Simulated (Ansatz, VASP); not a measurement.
Ge in VASP and in Ansatz

```
Ge
1.0
     2.48909   -3.18714    0.00000
     2.48909    3.18714    0.00000
     0.00000    0.00000    4.97754
Ge
4
Direct
  0.05701 0.94299 0.75000
  0.55701 0.44299 0.25000
  0.94299 0.05701 0.25000
  0.44299 0.55701 0.75000
```

Alike in both runs: functional LDA; k mesh 10 × 10 × 10; occupations gaussian, width 0.1 eV; no spin polarisation.

Ansatz relaxed the structure, and its values are those at the end. VASP's run is a single point on that final structure, the one shown.

|  | VASP | Ansatz |
| --- | --- | --- |
| version | VASP 6.6.1 | Ansatz 0.2.0 |
| potentials or method | VASP PAW LDA potentials, release 64 (Ge_d), cutoff 520 eV | scalar-relativistic, plane waves, PAW |
| valence electrons in the cell | 56 | 56 |

|  | VASP | Ansatz | Ansatz less VASP |
| --- | --- | --- | --- |
| gap on the k mesh at the Fermi level (eV) | none | none | - |
| pressure (GPa) | 0.2 | 0.0 | -0.12 |
| rms of the force components (eV/Å) | 0.003 | 0.000 | -0.0031 |

LDA's correlation is that of Perdew and Zunger in VASP and of Perdew and Wang (1992) in Ansatz. A gap of «none» marks a metal or a gap that the smearing closes.
